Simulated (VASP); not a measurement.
# Ti (Fm-3m) in VASP: a series of runs

Runs on Ti. Level: LDA. Tasks: relaxation of cell and atoms.

Everything below comes from runs of VASP 6.6.1. Logs are shortened: lines on timing, memory, paths and dates and some standing lists are left out, and cuts for length are marked.

### Step 1. The cell of the first run

Symmetry: Fm-3m, No. 225, cubic system. Conventional cell: a = 4.130 Å, b = 4.130 Å, c = 4.130 Å, α = 90.00°, β = 90.00°, γ = 90.00°. Ti (site symmetry m-3m) has 12 Ti at 2.92 Å within 3.8 Å.

This isn't the form of Ti at room conditions, which is hcp.

### Step 2. Relaxation of cell and atoms, LDA, target pressure 10 GPa, at which the enthalpy is minimised

The input, INCAR:

```
ALGO = Normal ; EDIFF = 1E-7
EDIFFG = -0.03 ; ENCUT = 500
GGA = CA ; GGA_COMPAT = F
IBRION = 2 ; ISIF = 3
ISMEAR = 1 ; LASPH = T
LCHARG = F ; LREAL = F
LWAVE = F ; NELM = 120
NELMIN = 4 ; NSW = 80
PREC = Accurate ; PSTRESS = 100.0
SIGMA = 0.05
```

The input, KPOINTS:

```
k-points
0
Gamma
  18 18 18
```

The input, POSCAR:

```
Ti
1.0
    0.0000000000      2.0650000000      2.0650000000
    2.0650000000      0.0000000000      2.0650000000
    2.0650000000      2.0650000000      0.0000000000
Ti
1
Direct
    0.0000000000      0.0000000000      0.0000000000
```

Potentials or basis: VASP PAW LDA potentials, release 64 (Ti_sv).

The run is started by

```bash
$ cat potpaw_LDA.64/Ti_sv/POTCAR > POTCAR
$ mpirun -np 1 vasp_std > vasp.out
```

OUTCAR:

```text
EDIFF = 1E-7
   EDIFFG = -0.03
   ENCUT = 500
   GGA = CA
   IBRION = 2
   ISIF = 3
   ISMEAR = 1
   LASPH = T
   LREAL = F
   NELM = 120
   NELMIN = 4
   NSW = 80
   PREC = Accurate
   PSTRESS = 100.0

 ion  position               nearest neighbor table
   1  0.000  0.000  0.000-

  LATTYP: Found a face centered cubic cell.
 ALAT       =     4.1300000000

  Lattice vectors:

 A1 = (   0.0000000000,   2.0650000000,   2.0650000000)
 A2 = (   2.0650000000,   0.0000000000,   2.0650000000)
 A3 = (   2.0650000000,   2.0650000000,   0.0000000000)

Analysis of symmetry for initial positions (statically):
=====================================================================
 Subroutine PRICEL returns:
 Original cell was already a primitive cell.

 Routine SETGRP: Setting up the symmetry group for a
 face centered cubic supercell.

 Subroutine GETGRP returns: Found 48 space group operations
 (whereof 48 operations were pure point group operations)
 out of a pool of 48 trial point group operations.

The static configuration has the point symmetry O_h .

Analysis of symmetry for dynamics (positions and initial velocities):
=====================================================================
 Subroutine PRICEL returns:
 Original cell was already a primitive cell.

 Routine SETGRP: Setting up the symmetry group for a
 face centered cubic supercell.

 Subroutine GETGRP returns: Found 48 space group operations
 (whereof 48 operations were pure point group operations)
 out of a pool of 48 trial point group operations.

The dynamic configuration has the point symmetry O_h .

 Subroutine INISYM returns: Found 48 space group operations
 (whereof 48 operations are pure point group operations),
 and found     1 'primitive' translations

----------------------------------------------------------------------------------------

                                     Primitive cell

  volume of cell :      17.6112

  direct lattice vectors                    reciprocal lattice vectors
     0.000000000  2.065000000  2.065000000    -0.242130751  0.242130751  0.242130751
     2.065000000  0.000000000  2.065000000     0.242130751 -0.242130751  0.242130751
     2.065000000  2.065000000  0.000000000     0.242130751  0.242130751 -0.242130751

  length of vectors
     2.920351006  2.920351006  2.920351006     0.419382762  0.419382762  0.419382762

  position of ions in fractional coordinates (direct lattice)
     0.000000000  0.000000000  0.000000000
[... 83 lines left out ...]
   ISYM   =      2    0-nonsym 1-usesym 2-fastsym
   POTIM  = 0.5000    time-step for ionic-motion
   TEBEG  =    0.0;   TEEND  =   0.0 temperature during run
   PSTRESS=  100.0 pullay stress
   NELECT =      12.0000    total number of electrons
   NUPDOWN=      -1.0000    fix difference up-down
   EMIN   =  10.00;   EMAX   =-10.00  energy-range for DOS
   EFERMI =   0.00;   METHOD = LEGACY
   ISMEAR =     1;   SIGMA  =   0.05  broadening in eV -4-tet -1-fermi 0-gaus
   EFERMI_NEDOS =   21; number of points for ismear=-14 and -15
   IALGO  =     38    algorithm
   IMIX   =      4    mixing-type and parameters
     AMIX     =   0.40;   BMIX     =  1.00
     AMIX_MAG =   1.60;   BMIX_MAG =  1.00
  volume/ion in A,a.u.               =      17.61       118.85
  Fermi-wavevector in a.u.,A,eV,Ry     =   1.440584  2.722309 28.235921  2.075282
  Thomas-Fermi vector in A             =   2.559312
   LORBIT       =      0    0 simple, 1 ext, 2 COOP (PROOUT), +10 PAW based schemes
   GGA     = CA    functional components
   LHFCALC =     F    Hartree Fock is set to
   AEXX    =    0.0000 exact exchange contribution
   IVDW    =     0    specifies the selected vdW correction
   LEPSILON=     F    determine dielectric tensor
   LRPA    =     F    only Hartree local field effects (RPA)
 conjugate gradient relaxation of ions
 non-spin polarized calculation
 Methfessel and Paxton  Order N= 1 SIGMA  =   0.05
  energy-cutoff  :      500.00
  volume of cell :       17.61
 maximum number of plane-waves:       459
 NGX is ok and might be reduce to    24
   NGX = 11   NGY = 11   NGZ = 11

--------------------------------------- Ionic step        1  -------------------------------------------

 number of electron      12.0000000 magnetization

 Free energy of the ion-electron system (eV)
  ---------------------------------------------------
  ext. energy  EPLUGINS =         0.00000000
  ---------------------------------------------------
  free energy    TOTEN  =        -8.44546107 eV

  energy without entropy =       -8.44521448  energy(sigma->0) =       -8.44537887

------------------------ aborting loop because EDIFF is reached ----------------------------------------

  FORCE on cell =-STRESS in cart. coord.  units (eV):
  Direction    XX          YY          ZZ          XY          YZ          ZX
  --------------------------------------------------------------------------------------
  -------------------------------------------------------------------------------------
  Total       -1.0971258     -1.0971258     -1.0971258      0.0000000      0.0000000      0.0000000
  in kB      -99.8106385    -99.8106385    -99.8106385      0.0000000      0.0000000      0.0000000
  external PRESSURE =    -199.8106385 kB  Pullay stress =     100.0000000 kB
[... 24 lines left out ...]
--------------------------------------- Ionic step        2  -------------------------------------------

 number of electron      12.0000001 magnetization

 E-fermi :  11.8960     XC(G=0): -13.4135

 val. band max:       11.8930928740   @ k =   0.3889   0.1111   0.0556
 cond. band min:      11.9045314228   @ k =  -0.2778   0.0556   0.0000
 fundamental gap:      0.0114385488
 Fermi energy:        11.8960485662

 k-point     1 :       0.0000    0.0000    0.0000
  band No.  band energies     occupation
      1     -43.8276      2.00000
      2     -19.3773      2.00000
      3     -19.3773      2.00000
      4     -19.3773      2.00000
      5       5.3602      2.00000
      6      12.8237     -0.00000
      7      12.8237     -0.00000
      8      12.8237     -0.00000
      9      15.3082      0.00000
     10      15.3082      0.00000
[... 372 lines left out ...]
--------------------------------------- Ionic step        4  -------------------------------------------

 number of electron      12.0000002 magnetization

 Free energy of the ion-electron system (eV)
  ---------------------------------------------------
  ext. energy  EPLUGINS =         0.00000000
  ---------------------------------------------------
  free energy    TOTEN  =        -8.46743202 eV

  energy without entropy =       -8.46750715  energy(sigma->0) =       -8.46745706

 E-fermi :   9.7516     XC(G=0): -12.5497

 val. band max:        9.7488523604   @ k =  -0.2222   0.0556   0.0000
 cond. band min:       9.7563348691   @ k =   0.2778   0.0000   0.0000
 fundamental gap:      0.0074825087
 Fermi energy:         9.7516138027

 k-point     1 :       0.0000    0.0000    0.0000
  band No.  band energies     occupation
      1     -46.0483      2.00000
      2     -22.0337      2.00000
      3     -22.0337      2.00000
      4     -22.0337      2.00000
      5       3.4143      2.00000
      6      10.6721     -0.00000
      7      10.6721     -0.00000
      8      10.6721     -0.00000
      9      12.6635      0.00000
     10      12.6635      0.00000
[... 331 lines left out ...]
  energy  without entropy=       -8.4675071453  energy(sigma->0) =       -8.46745706

  enthalpy is  TOTEN    =        -7.5399024600 eV   P V=        0.9275295625

 reached required accuracy - stopping structural energy minimisation
```

OSZICAR:

```text
N       E                     dE             d eps       ncg     rms          rms(c)
DAV:   1     0.754651772747E+02    0.75465E+02   -0.67431E+03  3902   0.139E+03
DAV:   2    -0.533709349737E+01   -0.80802E+02   -0.79527E+02  4024   0.309E+02
DAV:   3    -0.939901015090E+01   -0.40619E+01   -0.40083E+01  5226   0.719E+01
[... 46 lines left out ...]
DAV:   4    -0.846733353997E+01   -0.10094E-03   -0.22499E-04  5344   0.106E-01    0.270E-02
DAV:   5    -0.846742357172E+01   -0.90032E-04   -0.20163E-04  5788   0.779E-02    0.189E-02
DAV:   6    -0.846743035146E+01   -0.67797E-05   -0.83297E-06  4138   0.350E-02    0.426E-03
DAV:   7    -0.846743185396E+01   -0.15025E-05   -0.28835E-06  5548   0.132E-02    0.100E-03
DAV:   8    -0.846743202306E+01   -0.16911E-06   -0.46411E-07  4484   0.501E-03    0.226E-04
DAV:   9    -0.846743202246E+01    0.60481E-09   -0.22483E-08  2112   0.140E-03
   4 F= -.75399025E+01 E0= -.75399275E+01  d E =-.193649E+00
```

Wall time 4.5 min (1 thread of AMD EPYC, shared host); peak memory 0.13 GiB.

What came out:

| Quantity | Value |
| --- | --- |
| Free energy | -8.4674 eV |
| Relaxed volume | 14.86 Å³/atom |
| Relaxed cell | a = 2.760 Å, b = 2.760 Å, c = 2.760 Å, α = 60.00°, β = 60.00°, γ = 60.00° |
| Space group after relaxing (to 0.1 Å) | Fm-3m (No. 225) |
| Energy change on relaxing (the run minimises the enthalpy) | -22.0 meV/atom |
| Ionic steps | 4 |
| Pressure after relaxing | 9.9 GPa |
| Band gap on the k mesh | zero (bands 6 and 7 overlap by 1.52 eV) |

The path:
```
step  energy change (eV)  largest force (eV/Å)  pressure (GPa)  volume (Å³)
   1              0.0000                0.0000           -9.98        17.61
   2              0.3295                0.0000           43.01        12.59
   3             -0.0262                0.0000            9.17        14.93
   4             -0.0220                0.0000            9.89        14.86
```

Final structure:
```xyz
1
Lattice="0.0000 1.9514 1.9514 1.9514 0.0000 1.9514 1.9514 1.9514 0.0000" Properties=species:S:1:pos:R:3 pbc="T T T"
Ti    0.0000    1.9514    1.9514
```

Levels at points of the mesh, in eV from the Fermi level:
```tsv
k point	band 3	band 4	band 5	band 6	band 7	band 8	band 9	band 10
(0.00, 0.00, 0.00)	-31.79	-31.79	-6.34	0.92	0.92	0.92	2.91	2.91
(0.50, 0.00, 0.00)	-31.93	-31.93	-2.96	0.75	0.75	1.22	4.28	4.28
(0.50, 0.50, 0.00)	-32.17	-32.17	-3.19	-2.21	3.75	4.25	4.64	4.64
```

Caveat: the cell is relaxed towards a set pressure, so the run minimises the enthalpy, not the energy; the volume moved by over 15 % at a fixed basis, so the end points are rough.

(Part 1 of 2 ends here.)
